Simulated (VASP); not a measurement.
Crystal: SiO2.

```
CELL_PARAMETERS angstrom
4.98200 0.00000 0.00000
0.00000 4.98200 0.00000
0.00000 0.00000 6.96300
ATOMIC_POSITIONS crystal
Si 0.29897 0.29897 0.00000
Si 0.20103 0.79897 0.25000
Si 0.70103 0.70103 0.50000
Si 0.79897 0.20103 0.75000
O 0.23989 0.10347 0.17813
O 0.39653 0.73989 0.42813
O 0.76011 0.89653 0.67813
O 0.60347 0.26011 0.92813
O 0.73989 0.39653 0.57187
O 0.89653 0.76011 0.32187
O 0.26011 0.60347 0.07187
O 0.10347 0.23989 0.82187
```

- Program: VASP 6.6.1
- Task: relaxation of cell and atoms
- Functional: PBE
- Potentials or basis: VASP PAW PBE potentials, release 64 (Si, O)
- Cutoff: 600 eV
- k mesh: 6 × 6 × 4
- Occupations: gaussian, width 0.02 eV
- Spin: no spin polarisation

At the start: pressure 6.2 GPa; volume 14.40 Å³/atom.

Problem. Where does the relaxation end?

Solution. Over 66 steps the energy falls by 10.4 meV/atom and the volume is 15.25 Å³/atom (+5.9 %); space group P4_12_12 (No. 92, to 0.1 Å) before and after.

The path:
```tsv
step	energy change (eV)	largest force (eV/Å)	pressure (GPa)	volume (Å³)
1	0.0000	0.4022	6.18	172.82
3	-0.1179	0.1401	0.12	178.46
5	-0.1095	0.3645	-0.32	179.05
7	-0.1201	0.0276	0.01	178.68
9	-0.1209	0.0217	0.03	178.97
11	-0.1212	0.0322	0.11	179.01
13	-0.1216	0.0686	0.16	179.24
15	-0.1221	0.0442	0.11	179.53
17	-0.1225	0.0356	0.02	180.03
19	-0.1229	0.0269	0.02	180.17
21	-0.1236	0.0722	0.01	180.78
23	-0.1239	0.0588	0.01	180.88
25	-0.1242	0.0419	-0.01	181.36
27	-0.1243	0.0208	0.00	181.23
29	-0.1245	0.0278	0.01	181.20
31	-0.1245	0.0341	0.03	181.18
33	-0.1246	0.0086	0.02	181.18
35	-0.1247	0.0090	0.01	181.22
37	-0.1247	0.0137	-0.07	181.39
39	-0.1247	0.0112	-0.04	181.40
41	-0.1247	0.0230	0.05	181.44
43	-0.1248	0.0111	0.02	181.43
45	-0.1248	0.0141	0.04	181.47
47	-0.1249	0.0110	0.02	181.66
49	-0.1249	0.0332	-0.06	182.40
51	-0.1251	0.0130	-0.02	182.12
53	-0.1251	0.0300	-0.01	182.24
55	-0.1251	0.0188	0.00	182.27
57	-0.1252	0.0198	0.06	182.55
59	-0.1253	0.0088	0.03	182.73
61	-0.1253	0.0083	0.02	182.81
63	-0.1253	0.0116	-0.03	182.95
65	-0.1254	0.0070	-0.01	182.98
66	-0.1254	0.0019	0.00	182.98
```

Final structure:
```xyz
12
Lattice="5.0797 0.0000 0.0000 0.0000 5.0797 0.0000 0.0000 0.0000 7.0915" Properties=species:S:1:pos:R:3 pbc="T T T"
Si    1.4966    1.4966    0.0000
Si    1.0432    4.0365    1.7729
Si    3.5831    3.5831    3.5457
Si    4.0365    1.0432    5.3186
O     1.2242    0.4802    1.2382
O     2.0596    3.7641    3.0110
O     3.8555    4.5995    4.7839
O     3.0201    1.3156    6.5568
O     3.7641    2.0596    4.0804
O     4.5995    3.8555    2.3076
O     1.3156    3.0201    0.5347
O     0.4802    1.2242    5.8533
```
